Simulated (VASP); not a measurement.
Here is a VASP 6.6.1 calculation.

File POSCAR:

```
Cs3SiF6
1.0
    0.0000000000      4.7789780000      4.7789780000
    4.7789780000      0.0000000000      4.7789780000
    4.7789780000      4.7789780000      0.0000000000
Cs Si F
3 1 6
Direct
    0.7500000000      0.7500000000      0.7500000000
    0.2500000000      0.2500000000      0.2500000000
    0.0000000000      0.0000000000      0.0000000000
    0.5000000000      0.5000000000      0.5000000000
    0.2965000000      0.7035000000      0.7035000000
    0.7035000000      0.2965000000      0.7035000000
    0.7035000000      0.2965000000      0.2965000000
    0.2965000000      0.7035000000      0.2965000000
    0.7035000000      0.7035000000      0.2965000000
    0.2965000000      0.2965000000      0.7035000000
```

The input INCAR.step1:

```
SYSTEM = Cs3SiF6
PREC = Accurate ; ENCUT = 520
ISMEAR = 0 ; SIGMA = 0.0188
LREAL = .False. ; LASPH = .True.
NELM = 100 ; NBANDS = 48
GGA = PE ; ALGO = Normal
EDIFF = 1E-4 ; LWAVE = .True.
LCHARG = .False.
```

Contents of INCAR.step2:

```
SYSTEM = Cs3SiF6
PREC = Accurate ; ENCUT = 520
EDIFF = 1E-6 ; ISMEAR = 0
SIGMA = 0.0188 ; LREAL = .False.
LASPH = .True. ; NELM = 100
ALGO = Normal ; ISIF = 2
LWAVE = .False. ; LCHARG = .False.
METAGGA = R2SCAN ; LMIXTAU = .True.
NBANDS = 48 ; ISTART = 1
```

Contents of KPOINTS:

```
Automatic mesh
0
Gamma
  5 5 5
  0 0 0
```

Potentials or basis: VASP PAW PBE potentials, release 64 (Cs_sv, Si, F).

Command:

```bash
$ cat potpaw_PBE.64/Cs_sv/POTCAR potpaw_PBE.64/Si/POTCAR potpaw_PBE.64/F/POTCAR > POTCAR
$ cp INCAR.step1 INCAR
$ mpirun -np 1 vasp_std > vasp.out
$ cp INCAR.step2 INCAR
$ mpirun -np 1 vasp_std > vasp.out
```

Q: Predict the largest force.

A: 0.902 eV/Å.

Q: Predict the pressure.

A: -2.6 GPa.

Q: Predict the band gap on the k mesh.

A: Zero (an odd number of electrons rules out a gap without spin polarisation).

Forces in eV/Å, atoms in the order of the input:
```
Cs   0.000  0.000  0.000
Cs   0.000  0.000  0.000
Cs   0.000  0.000  0.000
Si   0.000  0.000  0.000
F   -0.902  0.000  0.000
F    0.000 -0.902  0.000
F    0.902  0.000  0.000
F    0.000  0.902  0.000
F    0.000  0.000 -0.902
F    0.000  0.000  0.902
```

Caveat: the PAW data sets were made with another functional, which shifts forces and pressure a little; spin-orbit coupling is left out, which moves the levels of the heavy elements; an odd number of electrons without spin polarisation forces a metal; a magnetic or distorted state may lie lower.
